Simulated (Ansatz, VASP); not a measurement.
Al3BiO3 in VASP and in Ansatz

```
Al Bi O
1.0
     9.92487    0.00000    0.00000
    -4.96244    8.59519    0.00000
     0.00000    0.00000    3.07016
Al Bi O
6 2 6
Direct
  0.66870 0.85250 0.25000
  0.85250 0.18380 0.75000
  0.18380 0.33130 0.25000
  0.33130 0.14750 0.75000
  0.81620 0.66870 0.75000
  0.14750 0.81620 0.25000
  0.66667 0.33333 0.75000
  0.33333 0.66667 0.25000
  0.74059 0.97018 0.75000
  0.97018 0.22959 0.25000
  0.22959 0.25941 0.75000
  0.25941 0.02982 0.25000
  0.77041 0.74059 0.25000
  0.02982 0.77041 0.75000
```

Alike in both runs: functional PBE; k mesh 6 × 6 × 10; occupations gaussian, width 0.1 eV; no spin polarisation.

Ansatz relaxed the structure, and its values are those at the end. VASP's run is a single point on that final structure, the one shown.

|  | VASP | Ansatz |
| --- | --- | --- |
| version | VASP 6.6.1 | Ansatz 0.2.0 |
| potentials or method | VASP PAW PBE potentials, release 64 (Al, Bi_d, O), cutoff 520 eV | scalar-relativistic, plane waves, PAW |
| valence electrons in the cell | 84 | 84 |

VASP gave:

```
gap on the k mesh at the Fermi level (eV) : none
pressure (GPa)                            : -0.1
```

**Question.** Which values does Ansatz return?

**Answer.** gap on the k mesh at the Fermi level (eV): none; pressure (GPa): 0.0.

A gap of «none» marks a metal or a gap that the smearing closes.

Neither program's run includes spin-orbit coupling.
